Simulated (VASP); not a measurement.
Mo:

```xyz
1
Lattice="-1.5710 1.5710 1.5710 1.5710 -1.5710 1.5710 1.5710 1.5710 -1.5710" Properties=species:S:1:pos:R:3 pbc="T T T"
Mo    0.0000    0.0000    0.0000
```

```yaml
Program: VASP 6.6.1
Task: relaxation of cell and atoms
Functional: PBE
Potentials_or_basis: VASP PAW PBE potentials, release 64 (Mo_sv)
Cutoff: 600 eV
k_mesh: 18 × 18 × 18
Occupations: gaussian, width 0.1 eV
Spin: no spin polarisation
```

At the start: pressure 5.2 GPa; volume 15.51 Å³/atom.

**Question.** Where does the relaxation end?

**Answer.** Over 4 steps the energy falls by 4.7 meV/atom and the volume is 15.81 Å³/atom (+1.9 %); space group Im-3m (No. 229, to 0.05 Å).

The path:
```tsv
step	energy change (eV)	largest force (eV/Å)	pressure (GPa)	volume (Å³)
1	0.0000	0.0000	5.18	15.51
2	0.0294	0.0000	-12.20	16.66
3	-0.0047	0.0000	-0.10	15.81
4	-0.0047	0.0000	-0.02	15.81
```

Final structure:
```cif
data_structure
_symmetry_space_group_name_H-M 'P 1'
_symmetry_Int_Tables_number 1
_cell_length_a 2.7384
_cell_length_b 2.7384
_cell_length_c 2.7384
_cell_angle_alpha 109.471
_cell_angle_beta 109.471
_cell_angle_gamma 109.471
_cell_volume 15.81
loop_
_atom_site_label
_atom_site_type_symbol
_atom_site_fract_x
_atom_site_fract_y
_atom_site_fract_z
_atom_site_occupancy
Mo1 Mo 0.00000 0.00000 0.00000 1
```
